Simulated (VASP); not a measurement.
Set up this calculation in VASP 6.6.1, as the native input.

| Item | Value |
| --- | --- |
| Task | single point |
| Functional | HSE06 |
| Potentials or basis | VASP PAW PBE potentials, release 64 (Zr_sv, S) |
| Cutoff | 400 eV |
| k mesh | 6 × 6 × 4 |
| Occupations | gaussian, width 0.01 eV |
| Spin | no spin polarisation |
| Dipole correction | no |
| Grid for exact exchange (PRECFOCK) | Normal |
| Further INCAR settings | ALGO = Normal; EDIFF = 1e-06; NBANDS = 19 |
| Share of exact exchange | 0.25 |
| Screening parameter | 0.2079 1/Å |

The system is ZrS2.

```xyz
3
Lattice="3.6744 0.0000 0.0000 -1.8372 3.1821 0.0000 0.0000 0.0000 5.8569" Properties=species:S:1:pos:R:3 pbc="T T T"
Zr    0.0000    0.0000    0.0000
S     0.0000    2.1214    1.4421
S     1.8372    1.0607    4.4147
```

One way to write it, as run:

POSCAR

```
ZrS2
1.0
    3.6743990850      0.0000000000      0.0000000000
   -1.8371995425      3.1821229513      0.0000000000
    0.0000000000      0.0000000000      5.8568562742
Zr S
1 2
Direct
    0.0000000000      0.0000000000      0.0000000000
    0.3333333333      0.6666666667      0.2462324599
    0.6666666667      0.3333333333      0.7537675401
```

INCAR.step1

```
SYSTEM = ZrS2
ALGO = Normal ; EDIFF = 1E-5
ENCUT = 400 ; GGA = PE
GGA_COMPAT = .False. ; ISIF = 2
ISMEAR = 0 ; LASPH = .True.
LCHARG = .False. ; LREAL = .False.
LWAVE = .True. ; NBANDS = 19
NELM = 120 ; PREC = Accurate
SIGMA = 0.01
```

INCAR.step2

```
SYSTEM = ZrS2
ALGO = Normal ; EDIFF = 1E-6
ENCUT = 400 ; GGA = PE
GGA_COMPAT = .False. ; HFSCREEN = 0.2079
ISIF = 2 ; ISMEAR = 0
ISTART = 1 ; LASPH = .True.
LCHARG = .False. ; LHFCALC = .True.
LREAL = .False. ; LWAVE = .False.
NBANDS = 19 ; NELM = 120
PREC = Accurate ; PRECFOCK = Normal
SIGMA = 0.01
```

KPOINTS

```
k-points
0
Gamma
  6 6 4
  0 0 0
```

Potentials or basis: VASP PAW PBE potentials, release 64 (Zr_sv, S).

Run with:

```sh
$ cat potpaw_PBE.64/Zr_sv/POTCAR potpaw_PBE.64/S/POTCAR > POTCAR
$ cp INCAR.step1 INCAR
$ mpirun -np 1 vasp_std > vasp.out
$ cp INCAR.step2 INCAR
$ mpirun -np 1 vasp_std > vasp.out
```

It gave:

```
Pressure               : 0.0 GPa
Largest force          : 0.185 eV/Å
Band gap on the k mesh : 1.68 eV (least direct gap 2.38 eV)
```

Caveat: the PAW data sets were made with another functional, which shifts forces and pressure a little; this functional lacks dispersion, which binds layers or chains, so the pressure and a relaxed spacing across them are unreliable.

It took 42 min on 1 thread of Oxide Virtual Turin-like Processor, with other jobs on the host, peak memory 0.25 GiB.
